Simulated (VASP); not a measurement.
# Al (Im-3m) in VASP: a series of runs

Al is run at these levels: PBEsol; tasks: single point.

Everything below comes from runs of VASP 6.6.1. Logs are shortened: lines on timing, memory, paths and dates and some standing lists are left out, and cuts for length are marked.

## 1. The cell of the first run

The structure is cubic, space group Im-3m (No. 229). Conventional cell: a = 2.827 Å, b = 2.827 Å, c = 2.827 Å, α = 90.00°, β = 90.00°, γ = 90.00°. Al (site symmetry m-3m) has 14 Al at 2.45 to 2.83 Å within 3.2 Å.

## 2. Single point, PBEsol

Contents of INCAR:

```
SYSTEM = Al
PREC = Accurate
ENCUT = 500
EDIFF = 1E-6
ISMEAR = -1
SIGMA = 0.05
LREAL = .False.
LASPH = .True.
NELM = 120
ALGO = Normal
ISIF = 2
LWAVE = .False.
LCHARG = .False.
GGA = PS
NBANDS = 8
GGA_COMPAT = .False.
```

Contents of KPOINTS:

```
Automatic mesh
0
Gamma
  19 19 19
  0 0 0
```

Contents of POSCAR:

```
Al
1.0
   -1.4133312321      1.4133312321      1.4133312321
    1.4133312321     -1.4133312321      1.4133312321
    1.4133312321      1.4133312321     -1.4133312321
Al
1
Direct
    0.0000000000      0.0000000000      0.0000000000
```

Potentials or basis: VASP PAW PBE potentials, release 64 (Al).

Launch:

```sh
$ cat potpaw_PBE.64/Al/POTCAR > POTCAR
$ mpirun -np 1 vasp_std > vasp.out
```

OUTCAR:

```text
SYSTEM = Al
   PREC = Accurate
   ENCUT = 500
   EDIFF = 1E-6
   ISMEAR = -1
   LREAL = .False.
   LASPH = .True.
   NELM = 120
   ISIF = 2
   GGA = PS

 ion  position               nearest neighbor table
   1  0.000  0.000  0.000-

  LATTYP: Found a body centered cubic cell.
 ALAT       =     2.8266624642

  Lattice vectors:

 A1 = (  -1.4133312321,   1.4133312321,   1.4133312321)
 A2 = (   1.4133312321,  -1.4133312321,   1.4133312321)
 A3 = (   1.4133312321,   1.4133312321,  -1.4133312321)

Analysis of symmetry for initial positions (statically):
=====================================================================
 Subroutine PRICEL returns:
 Original cell was already a primitive cell.

 Routine SETGRP: Setting up the symmetry group for a
 body centered cubic supercell.

 Subroutine GETGRP returns: Found 48 space group operations
 (whereof 48 operations were pure point group operations)
 out of a pool of 48 trial point group operations.

The static configuration has the point symmetry O_h .

Analysis of symmetry for dynamics (positions and initial velocities):
=====================================================================
 Subroutine PRICEL returns:
 Original cell was already a primitive cell.

 Routine SETGRP: Setting up the symmetry group for a
 body centered cubic supercell.

 Subroutine GETGRP returns: Found 48 space group operations
 (whereof 48 operations were pure point group operations)
 out of a pool of 48 trial point group operations.

The dynamic configuration has the point symmetry O_h .

 Subroutine INISYM returns: Found 48 space group operations
 (whereof 48 operations are pure point group operations),
 and found     1 'primitive' translations

----------------------------------------------------------------------------------------

                                     Primitive cell

  volume of cell :      11.2925

  direct lattice vectors                    reciprocal lattice vectors
    -1.413331232  1.413331232  1.413331232     0.000000000  0.353774111  0.353774111
     1.413331232 -1.413331232  1.413331232     0.353774111  0.000000000  0.353774111
     1.413331232  1.413331232 -1.413331232     0.353774111  0.353774111  0.000000000

  length of vectors
     2.447961502  2.447961502  2.447961502     0.500312146  0.500312146  0.500312146

  position of ions in fractional coordinates (direct lattice)
     0.000000000  0.000000000  0.000000000

  ion indices of the primitive-cell ions
   primitive index   ion index
                 1           1

----------------------------------------------------------------------------------------

 KPOINTS: Automatic mesh

Automatic generation of k-mesh.
 Grid dimensions read from file:
 generate k-points for:   19   19   19

 Generating k-lattice:

  Cartesian coordinates                     Fractional coordinates (reciprocal lattice)
     0.000000000  0.018619690  0.018619690     0.052631579  0.000000000  0.000000000
     0.018619690  0.000000000  0.018619690     0.000000000  0.052631579  0.000000000
     0.018619690  0.018619690  0.000000000     0.000000000  0.000000000  0.052631579

  Length of vectors
     0.026332218  0.026332218  0.026332218

  Shift w.r.t. Gamma in fractional coordinates (k-lattice)
     0.000000000  0.000000000  0.000000000

 Subroutine IBZKPT returns following result:
 ===========================================

 Found    220 irreducible k-points:

 Following reciprocal coordinates:
            Coordinates               Weight
  0.000000  0.000000  0.000000      1.000000
  0.052632  0.000000  0.000000     12.000000
  0.105263  0.000000  0.000000     12.000000
  0.157895  0.000000  0.000000     12.000000
  0.210526  0.000000  0.000000     12.000000
  0.263158  0.000000  0.000000     12.000000
[... 16 lines left out ...]
  0.263158  0.105263 -0.000000     48.000000
  0.315789  0.105263  0.000000     48.000000
 [... further k-points ...]
   k-points           NKPTS =    220   k-points in BZ     NKDIM =    220   number of bands    NBANDS=      8
   number of dos      NEDOS =    301   number of ions     NIONS =      1
   total plane-waves  NPLWV =   5832
   dimension x,y,z NGX =    18 NGY =   18 NGZ =   18
   dimension x,y,z NGXF=    36 NGYF=   36 NGZF=   36
   ions per type =               1
   NGX,Y,Z   is equivalent  to a cutoff of  12.22, 12.22, 12.22 a.u.
   NGXF,Y,Z  is equivalent  to a cutoff of  24.45, 24.45, 24.45 a.u.
 SYSTEM =  Al
   PREC   = accura    normal or accurate (medium, high low for compatibility)
   ISTART =      0    job   : 0-new  1-cont  2-samecut
   ICHARG =      2    charge: 1-file 2-atom 10-const
   ISPIN  =      1    spin polarized calculation?
   LNONCOLLINEAR =      F non collinear calculations
   LSORBIT =      F    spin-orbit coupling
   LASPH  =      T    aspherical Exc in radial PAW
   ENCUT  =  500.0 eV  36.75 Ry    6.06 a.u.   4.46  4.46  4.46*2*pi/ulx,y,z
   NELM   =    120;   NELMIN=  2; NELMDL= -5     # of ELM steps
   EDIFF  = 0.1E-05   stopping-criterion for ELM
   LREAL  =      F    real-space projection
   EDIFFG = 0.1E-04   stopping-criterion for IOM
   NSW    =      0    number of steps for IOM
   IBRION =     -1    ionic relax: 0-MD 1-quasi-New 2-CG
   NFREE  =      0    steps in history (QN), initial steepest desc. (CG)
   ISIF   =      2    stress and relaxation
   ISYM   =      2    0-nonsym 1-usesym 2-fastsym
   POTIM  = 0.5000    time-step for ionic-motion
   TEBEG  =    0.0;   TEEND  =   0.0 temperature during run
   PSTRESS=    0.0 pullay stress
   NELECT =       3.0000    total number of electrons
   NUPDOWN=      -1.0000    fix difference up-down
   EMIN   =  10.00;   EMAX   =-10.00  energy-range for DOS
   EFERMI =   0.00;   METHOD = LEGACY
   ISMEAR =    -1;   SIGMA  =   0.05  broadening in eV -4-tet -1-fermi 0-gaus
   EFERMI_NEDOS =   21; number of points for ismear=-14 and -15
   IALGO  =     38    algorithm
   IMIX   =      4    mixing-type and parameters
     AMIX     =   0.40;   BMIX     =  1.00
     AMIX_MAG =   1.60;   BMIX_MAG =  1.00
  volume/ion in A,a.u.               =      11.29        76.21
  Fermi-wavevector in a.u.,A,eV,Ry     =   1.052409  1.988765 15.069338  1.107565
  Thomas-Fermi vector in A             =   2.187491
   LORBIT       =      0    0 simple, 1 ext, 2 COOP (PROOUT), +10 PAW based schemes
   GGA     = PS    functional components
   LHFCALC =     F    Hartree Fock is set to
   AEXX    =    0.0000 exact exchange contribution
   IVDW    =     0    specifies the selected vdW correction
   LEPSILON=     F    determine dielectric tensor
   LRPA    =     F    only Hartree local field effects (RPA)
 non-spin polarized calculation
  energy-cutoff  :      500.00
  volume of cell :       11.29
 maximum number of plane-waves:       321
 NGX is ok and might be reduce to    18
   NGX =  9   NGY =  9   NGZ =  9

 number of electron       3.0000000 magnetization

 Free energy of the ion-electron system (eV)
  ---------------------------------------------------
  ext. energy  EPLUGINS =         0.00000000
  ---------------------------------------------------
  free energy    TOTEN  =        -3.24481374 eV

  energy without entropy =       -3.24184881  energy(sigma->0) =       -3.24333128

 E-fermi :  12.5594     XC(G=0): -11.7351

 val. band max:       12.5581780116   @ k =  -0.3684   0.4737   0.2105
 cond. band min:      12.5989196373   @ k =  -0.4211   0.4211   0.2632
 fundamental gap:      0.0407416257
 Fermi energy:        12.5593879089

 k-point     1 :       0.0000    0.0000    0.0000
  band No.  band energies     occupation
      1      -1.4758      2.00000
      2      28.3176      0.00000
      3      28.3176      0.00000
      4      28.3176      0.00000
      5      32.0829      0.00000
      6      32.0829      0.00000
      7      33.8829      0.00000
      8      33.8829      0.00000

 k-point     2 :       0.0526    0.0000    0.0000
  band No.  band energies     occupation
      1      -1.3735      2.00000
      2      27.4065      0.00000
      3      27.8550      0.00000
      4      28.0549      0.00000
      5      31.0807      0.00000
      6      31.3027      0.00000
      7      33.9384      0.00000
      8      34.1059      0.00000

 k-point     3 :       0.1053    0.0000    0.0000
  band No.  band energies     occupation
      1      -1.0674      2.00000
      2      25.1087      0.00000
      3      26.8327      0.00000
      4      27.4409      0.00000
      5      30.0829      0.00000
      6      30.4518      0.00000
      7      33.9881      0.00000
      8      34.3355      0.00000

 k-point     4 :       0.1579    0.0000    0.0000
  band No.  band energies     occupation
      1      -0.5594      2.00000
      2      22.4309      0.00000
      3      25.6910      0.00000
      4      26.7251      0.00000
      5      28.9394      0.00000
      6      30.0622      0.00000
      7      34.2097      0.00000
      8      34.6470      0.00000

 k-point     5 :       0.2105    0.0000    0.0000
  band No.  band energies     occupation
      1       0.1470      2.00000
      2      19.7629      0.00000
      3      24.6176      0.00000
      4      26.0402      0.00000
      5      27.9442      0.00000
      6      29.6205      0.00000
      7      34.7062      0.00000
      8      35.0671      0.00000
[... 177 lines left out ...]
 k-point    22 :       0.2105    0.1053    0.0000
  band No.  band energies     occupation
      1       1.3453      2.00000
      2      17.3672      0.00000
      3      20.8995      0.00000
      4      24.8756      0.00000
      5      28.3456      0.00000
      6      31.1284      0.00000
      7      33.8950      0.00000
      8      37.4203      0.00000

 k-point    23 :       0.2632    0.1053   -0.0000
  band No.  band energies     occupation
      1       2.4293      2.00000
      2      14.9922      0.00000
      3      20.1550      0.00000
      4      24.2963      0.00000
      5      27.7940      0.00000
      6      31.0884      0.00000
      7      34.1697      0.00000
      8      38.5780      0.00000

 k-point    24 :       0.3158    0.1053    0.0000
  band No.  band energies     occupation
      1       3.6910      2.00000
      2      12.7526      0.04109
      3      19.5984      0.00000
      4      23.8498      0.00000
      5      27.3424      0.00000
      6      30.9132      0.00000
      7      34.8363      0.00000
      8      39.4871      0.00000

 [... further k-points ...]
[... 5 lines left out ...]
  --------------------------------------------------------------------------------------
  -------------------------------------------------------------------------------------
  Total        4.4653464      4.4653464      4.4653464      0.0000000      0.0000000     -0.0000000
  in kB      633.5397589    633.5397589    633.5397589      0.0000000      0.0000000     -0.0000000
  external PRESSURE =     633.5397589 kB  Pullay stress =       0.0000000 kB

 VOLUME and BASIS-vectors are now :
 -----------------------------------------------------------------------------
  energy-cutoff  :      500.00
  volume of cell :       11.29
      direct lattice vectors                 reciprocal lattice vectors
    -1.413331232  1.413331232  1.413331232     0.000000000  0.353774111  0.353774111
     1.413331232 -1.413331232  1.413331232     0.353774111  0.000000000  0.353774111
     1.413331232  1.413331232 -1.413331232     0.353774111  0.353774111  0.000000000

 POSITION                                       TOTAL-FORCE (eV/Angst)
 -----------------------------------------------------------------------------------
      0.00000      0.00000      0.00000         0.000000      0.000000      0.000000
 -----------------------------------------------------------------------------------
    total drift:                                0.000000      0.000000      0.000000

  FREE ENERGIE OF THE ION-ELECTRON SYSTEM (eV)
  ---------------------------------------------------
  free  energy   TOTEN  =        -3.2448137381 eV

  energy  without entropy=       -3.2418488131  energy(sigma->0) =       -3.24333128
```

Wall time 5.4 s (1 thread of Intel Xeon 6975P-C (Granite Rapids), shared host); peak memory 0.12 GiB.

What came out:

| Property | Result |
| --- | --- |
| Free energy | -3.2448 eV |
| Pressure | 63.4 GPa |

Caveat: the PAW data sets were made with another functional, which shifts forces and pressure a little.

## 3. Single point, PBEsol

Contents of INCAR:

```
  PREC = Accurate
  ENCUT = 500
  EDIFF = 1E-6
  ISMEAR = -1
  SIGMA = 0.05
  LREAL = F
  LASPH = T
  NELM = 120
  ALGO = Normal
  ISIF = 2
  LWAVE = F
  LCHARG = F
  GGA = PS
  NBANDS = 8
  GGA_COMPAT = F
```

Contents of KPOINTS:

```
Automatic mesh
0
Gamma
  19 19 19
```

Contents of POSCAR:

```
Al
1.0
   -1.4127693947      1.4127693947      1.4127693947
    1.4127693947     -1.4127693947      1.4127693947
    1.4127693947      1.4127693947     -1.4127693947
Al
1
Direct
    0.0000000000      0.0000000000      0.0000000000
```

Potentials or basis: VASP PAW PBE potentials, release 64 (Al).

Launch:

```sh
$ cat potpaw_PBE.64/Al/POTCAR > POTCAR
$ mpirun -np 1 vasp_std > vasp.out
```

Run time: 5.4 s. Hardware: 1 thread of Intel Xeon 6975P-C (Granite Rapids), shared host; peak memory 0.12 GiB.

Results (log left out):

* Free energy: -3.2395 eV
* Pressure: 63.7 GPa

Levels at points of the mesh, in eV from the Fermi level:
```csv
k point,band 1,band 2,band 3,band 4
"(0.00, 0.00, 0.00)",-14.04,15.77,15.77,15.77
```

Caveat: the PAW data sets were made with another functional, which shifts forces and pressure a little.
